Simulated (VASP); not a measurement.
# FeCu: single point with PBE

The system is FeCu.

```
Fe Cu
1.0
     1.43827   -1.98793    0.00000
     1.43827    1.98793    0.00000
     0.00000    0.00000    4.13814
Fe Cu
1 1
Direct
  0.00000 0.00000 0.00000
  0.50000 0.50000 0.50000
```

```
Program             : VASP 6.6.1
Task                : single point
Functional          : PBE
Potentials or basis : VASP PAW PBE potentials, release 64 (Fe, Cu)
Cutoff              : 520 eV
k mesh              : 8 × 8 × 4
Occupations         : gaussian, width 0.1 eV
Spin                : collinear spin, ferromagnetic start
Starting moments    : [4.0, 0.0] μB
```

```
Pressure                                              : 1.7 GPa
Net moment                                            : 2.62 μB per cell
Site moments                                          : Fe +2.56; Cu +0.07 μB
Valence electrons inside the program's atomic spheres : Fe 7.13; Cu 10.04
```

Stress tensor (GPa, compression positive):
```
1.95 0.00 0.00
0.00 1.03 0.00
0.00 0.00 2.21
```

Levels at points of the mesh, in eV from the Fermi level:
Spin up:
```csv
k point,band 7,band 8,band 9,band 10,band 11,band 12,band 13,band 14,band 15,band 16
"(0.00, 0.00, 0.00)",-2.30,-2.26,-1.32,-1.30,-0.92,-0.60,5.03,17.83,18.52,22.16
"(0.50, 0.00, 0.00)",-2.44,-2.17,-1.48,-1.00,0.46,1.63,9.07,9.25,9.40,10.68
"(0.50, 0.50, 0.00)",-1.63,-1.26,-1.02,0.10,0.15,5.81,8.57,8.69,8.80,14.15
"(0.00, 0.00, 0.50)",-2.57,-2.41,-2.29,-1.56,-1.38,-1.33,13.19,13.82,20.40,20.63
"(0.50, 0.00, 0.50)",-1.66,-1.35,-1.16,-0.51,-0.40,0.00,4.80,6.04,16.86,17.35
"(0.50, 0.50, 0.50)",-2.43,-1.71,-1.62,0.14,3.93,4.26,5.69,7.29,11.57,12.49
```
Spin down:
| k point | band 5 | band 6 | band 7 | band 8 | band 9 | band 10 | band 11 | band 12 |
| --- | --- | --- | --- | --- | --- | --- | --- | --- |
| (0.00, 0.00, 0.00) | -2.43 | -2.16 | -1.43 | -1.11 | -0.50 | 1.47 | 1.54 | 1.75 |
| (0.50, 0.00, 0.00) | -2.30 | -2.06 | -1.80 | -1.42 | 0.59 | 1.41 | 1.86 | 3.40 |
| (0.50, 0.50, 0.00) | -1.51 | -0.99 | 0.08 | 0.12 | 0.84 | 0.95 | 2.43 | 6.72 |
| (0.00, 0.00, 0.50) | -2.41 | -2.30 | -2.16 | -1.19 | -0.91 | 1.09 | 1.49 | 1.71 |
| (0.50, 0.00, 0.50) | -2.11 | -1.50 | -0.54 | -0.51 | 0.12 | 1.23 | 1.51 | 1.98 |
| (0.50, 0.50, 0.50) | -2.54 | -2.11 | -1.51 | -0.03 | 0.67 | 2.42 | 4.57 | 4.75 |

It took 63 s on 1 thread of Intel Xeon 8259CL, with other jobs on the host, peak memory 0.17 GiB.

Caveat: the k points lie up to 0.38 Å⁻¹ apart.
